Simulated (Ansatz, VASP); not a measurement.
**One calculation of TiAl, two programs**

The input INCAR:

```
ALGO = Fast
EDIFF = 1E-6
ENCUT = 520
GGA = PS
ISIF = 2
ISMEAR = 0
LASPH = T
LCHARG = F
LREAL = F
LWAVE = F
NBANDS = 14
NELM = 100
PREC = Accurate
SIGMA = 0.15
```

The input KPOINTS:

```
k-points
0
Gamma
  14 14 14
```

The input POSCAR:

```
TiAl
1.0
    2.9247348007      0.0000000000      0.0000000000
    0.0000000000      3.3874154113      0.0000000000
    0.0000000000      0.0000000000      3.1560751060
Ti Al
1 1
Direct
    0.0000000000      0.0000000000      0.0000000000
    0.5000000000      0.5000000000      0.5000000000
```

Input for Ansatz:

```yaml
crystal:
  lattice:
    - [2.9247348007, 0.0, 0.0]
    - [0.0, 3.3874154113, 0.0]
    - [0.0, 0.0, 3.156075106]
  atoms:
    - { symbol: Ti, position: [0.0, 0.0, 0.0] }
    - { symbol: Al, position: [0.5, 0.5, 0.5] }
basis:
  ecutwfc: 520.0
kpoints:
  mp_grid: { grid: [14, 14, 14] }
hamiltonian:
  xc: pbesol
  pseudopotentials: { kind: paw, azcp: { folder: soft_1 } }
scf:
  occupations: { method: gaussian, width: 0.15 }
output:
  forces: true
  stress: true
  eigenvalues: true
  write_density: true
  write_potential: true
  elf: true
  volumetric_format: npy
```

Change from the starting cell: normal strain along x -0.0733, normal strain along y +0.0733.

Alike in both runs: task single point; functional PBEsol; k mesh 14 × 14 × 14; occupations gaussian, width 0.15 eV; no spin polarisation.

|  | VASP | Ansatz |
| --- | --- | --- |
| version | VASP 6.6.1 | Ansatz 0.2.0 |
| potentials or method | VASP PAW PBE potentials, release 64 (Ti_sv, Al), cutoff 520 eV | scalar-relativistic, plane waves, PAW |
| valence electrons in the cell | 15 | 15 |

Ansatz gave:

| Quantity | Value |
| --- | --- |
| gap on the k mesh at the Fermi level (eV) | none |
| pressure (GPa) | 1.0 |
| traceless stress, the component that is largest in VASP (GPa) | 4.38 |

Which values does VASP return?

gap on the k mesh at the Fermi level (eV): none; pressure (GPa): 1.1; traceless stress, the component that is largest in VASP (GPa): 4.38.

VASP's potentials were made for PBE, not for PBEsol, and Ansatz warns of the same on its side. A gap of «none» marks a metal or a gap that the smearing closes.
